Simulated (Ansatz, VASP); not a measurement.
Si2W in VASP and in Ansatz

Contents of INCAR:

```
PREC = Accurate
ENCUT = 520
EDIFF = 1E-7
ISMEAR = 1
SIGMA = 0.1
LREAL = F
LASPH = T
NELM = 100
ALGO = Normal
ISIF = 2
LWAVE = F
LCHARG = F
NBANDS = 18
```

The input KPOINTS:

```
Automatic mesh
0
Gamma
  13 13 13
```

POSCAR

```
Si2W
1.0
   -1.6069000000      1.6069000000      3.9149500000
    1.6069000000     -1.6069000000      3.9149500000
    1.6069000000      1.6069000000     -3.9149500000
Si W
2 1
Direct
    0.3347000000      0.3347000000      0.0000000000
    0.6653000000      0.6653000000      0.0000000000
    0.0000000000      0.0000000000      0.0000000000
```

Input for Ansatz:

```yaml
crystal:
  lattice:
    - [-1.6069, 1.6069, 3.91495]
    - [1.6069, -1.6069, 3.91495]
    - [1.6069, 1.6069, -3.91495]
  atoms:
    - { symbol: Si, position: [0.3347, 0.3347, 0.0] }
    - { symbol: Si, position: [0.6653, 0.6653, 0.0] }
    - { symbol: W, position: [0.0, 0.0, 0.0] }
basis:
  ecutwfc: 420.0
kpoints:
  mp_grid:
    grid: [13, 13, 13]
hamiltonian:
  xc: lda
  pseudopotentials:
    kind: paw
scf:
  occupations:
    method: cold
    width: 0.1
output:
  stress: true
```

Alike in both runs: task single point; functional LDA; k mesh 13 × 13 × 13; no spin polarisation.

|  | VASP | Ansatz |
| --- | --- | --- |
| version | VASP 6.6.1 | Ansatz 0.2.0 |
| potentials or method | VASP PAW LDA potentials, release 64 (Si, W_sv), cutoff 520 eV | plane waves, PAW |
| occupations | methfessel-paxton of order 1, width 0.1 eV | cold, width 0.1 eV |
| valence electrons in the cell | 22 | 22 |

|  | VASP | Ansatz | Ansatz less VASP |
| --- | --- | --- | --- |
| pressure (GPa) | -5.0 | -5.8 | -0.74 |
| traceless stress, the component that is largest in VASP (GPa) | -0.03 | -0.09 | -0.060 |

LDA's correlation is that of Perdew and Zunger in VASP and of Perdew and Wang (1992) in Ansatz.

Spin-orbit coupling is off throughout.
